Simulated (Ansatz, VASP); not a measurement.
# Two plane-wave programs on AlN

File POSCAR:

```
AlN
1.0
    3.1110021516      0.0000000000      0.0000000000
   -1.5555010758      2.6942068945      0.0000000000
    0.0000000000      0.0000000000      4.9780000000
Al N
2 2
Direct
    0.3040603352      0.6452373447     -0.0115980367
    0.6373936685      0.3119040114      0.4884019633
    0.3333333333      0.6666666667      0.3850000000
    0.6666666667      0.3333333333      0.8850000000
```

Contents of INCAR.step1:

```
SYSTEM = AlN
ALGO = Normal
EDIFF = 1E-4
ENCUT = 520
GGA = PE
ISMEAR = 0
LASPH = .TRUE.
LCHARG = .FALSE.
LREAL = .FALSE.
LWAVE = .TRUE.
NBANDS = 16
NELM = 100
PREC = Accurate
SIGMA = 0.05
```

Contents of INCAR.step2:

```
SYSTEM = AlN
ALGO = Normal
EDIFF = 1E-6
ENCUT = 520
ISIF = 2
ISMEAR = 0
ISTART = 1
LASPH = .TRUE.
LCHARG = .FALSE.
LMIXTAU = .TRUE.
LREAL = .FALSE.
LWAVE = .FALSE.
METAGGA = R2SCAN
NBANDS = 16
NELM = 100
PREC = Accurate
SIGMA = 0.05
```

Contents of KPOINTS:

```
k-points
0
G
  12 12 6
  0 0 0
```

Input for Ansatz:

```yaml
crystal:
  lattice:
    - [3.1110021516, 0.0, 0.0]
    - [-1.5555010758, 2.6942068945, 0.0]
    - [0.0, 0.0, 4.978]
  atoms:
    - { symbol: Al, position: [0.3040603352, 0.6452373447, -0.0115980367] }
    - { symbol: Al, position: [0.6373936685, 0.3119040114, 0.4884019633] }
    - { symbol: "N", position: [0.3333333333, 0.6666666667, 0.385] }
    - { symbol: "N", position: [0.6666666667, 0.3333333333, 0.885] }
basis:
  ecutwfc: 500
kpoints:
  mp_grid: { grid: [12, 12, 6] }
hamiltonian:
  xc: r2scan
scf:
  occupations: { method: gaussian, width: 0.05 }
output:
  forces: true
  stress: true
  eigenvalues: true
```

Change from the starting cell: all Al atoms moved -0.100 Å, as atom 1 along Cartesian [1 1 1].

Alike in both runs: task single point; functional r2SCAN; k mesh 12 × 12 × 6; occupations gaussian, width 0.05 eV; no spin polarisation.

```csv
,VASP,Ansatz
version,VASP 6.6.1,Ansatz 0.2.0
potentials or method,"VASP PAW PBE potentials, release 64 (Al, N), cutoff 520 eV","scalar-relativistic, plane waves, PAW"
valence electrons in the cell,16,16
```

Ansatz gave:

| Property | Result |
| --- | --- |
| gap on the k mesh at the Fermi level (eV) | 4.58 |
| least direct gap on the mesh (eV) | 4.58 |
| pressure (GPa) | 0.7 |
| traceless stress, the component that is largest in VASP (GPa) | -6.12 |
| rms of the force components (eV/Å) | 0.994 |

**Question.** Estimate VASP's values.

**Answer.** gap on the k mesh at the Fermi level (eV): 4.61; least direct gap on the mesh (eV): 4.61; pressure (GPa): 0.3; traceless stress, the component that is largest in VASP (GPa): -6.23; rms of the force components (eV/Å): 1.007.

VASP's potentials were made for PBE, not for r2SCAN. Atom by atom the forces differ by 0.013 eV/Å (rms over components). The functional is the same, so the differences come from potentials, cutoffs and numerics.
